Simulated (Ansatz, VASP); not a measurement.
One calculation of CuH8, two programs

INCAR

```
PREC = Accurate
ENCUT = 600
EDIFF = 1E-6
ISMEAR = 0
SIGMA = 0.1
LREAL = F
LASPH = T
NELM = 60
ALGO = Normal
ISIF = 3
LWAVE = F
LCHARG = F
GGA = PE
IBRION = 2
NSW = 90
EDIFFG = -0.04
```

KPOINTS

```
regular mesh
0
Gamma
  4 4 4
```

POSCAR

```
CuH8
1.0
    3.9216905800     -2.9353568800      0.0000000000
    3.9216905800      2.9353568800      0.0000000000
   -2.8666389100      0.0000000000      3.8949394800
Cu H
1 8
Direct
    0.2481310100      0.7518689900      0.5000000000
    0.7889599800      0.3176669800      0.1523450000
    0.6823330200      0.2110400200      0.8476550000
    0.2018450100      0.6758139400      0.8446320300
    0.3241860600      0.7981549900      0.1553679700
    0.2366569900      0.2681979800      0.1598380100
    0.7318020200      0.7633430100      0.8401619900
    0.1193880000      0.1666349800      0.8496230200
    0.8333650200      0.8806120000      0.1503769800
```

Input for Ansatz:

```yaml
crystal:
  lattice:
    - [3.92169058, -2.93535688, 0.0]
    - [3.92169058, 2.93535688, 0.0]
    - [-2.86663891, 0.0, 3.89493948]
  atoms:
    - { symbol: Cu, position: [0.24813101, 0.75186899, 0.5] }
    - { symbol: H, position: [0.78895998, 0.31766698, 0.152345] }
    - { symbol: H, position: [0.68233302, 0.21104002, 0.847655] }
    - { symbol: H, position: [0.20184501, 0.67581394, 0.84463203] }
    - { symbol: H, position: [0.32418606, 0.79815499, 0.15536797] }
    - { symbol: H, position: [0.23665699, 0.26819798, 0.15983801] }
    - { symbol: H, position: [0.73180202, 0.76334301, 0.84016199] }
    - { symbol: H, position: [0.119388, 0.16663498, 0.84962302] }
    - { symbol: H, position: [0.83336502, 0.880612, 0.15037698] }
basis:
  ecutwfc: 420
kpoints:
  mp_grid: { grid: [4, 4, 4] }
hamiltonian:
  xc: pbe
scf:
  occupations: { method: gaussian, width: 0.1 }
  lower_state_search: "off"
output:
  forces: true
  stress: true
  eigenvalues: true
relax:
  adjacent_minimum: "off"
  f_tol: 0.04
  max_steps: 70
  cell: { stress_tol: 0.4 }
```

Change from the starting cell: species swapped into the LiO8 type (C2, No. 5).

Alike in both runs: task relaxation of cell and atoms; functional PBE; k mesh 4 × 4 × 4; occupations gaussian, width 0.1 eV; no spin polarisation.

|  | VASP | Ansatz |
| --- | --- | --- |
| version | VASP 6.6.1 | Ansatz 0.2.0 |
| potentials or method | VASP PAW PBE potentials, release 64 (Cu, H), cutoff 600 eV | scalar-relativistic, plane waves, PAW |
| valence electrons in the cell | 19 | 27 |

```csv
,VASP,Ansatz,Ansatz less VASP
"gap on the k mesh at the Fermi level, each at its own relaxed structure (eV)",none,none,-
relaxed volume (Å³/atom),9.88,10.16,+0.283
relaxed cell length with the largest relative difference (Å),5.915,6.223,+0.3087
```

A gap of «none» marks a metal or a gap that the smearing closes. One of these differences is far larger than is usual between the two programs; its cause wasn't traced. VASP's potentials hold 19 valence electrons a cell and Ansatz's 27, so a difference there can come from the potentials and not from the codes.

The k mesh is coarse, so the values compare programs but aren't converged.
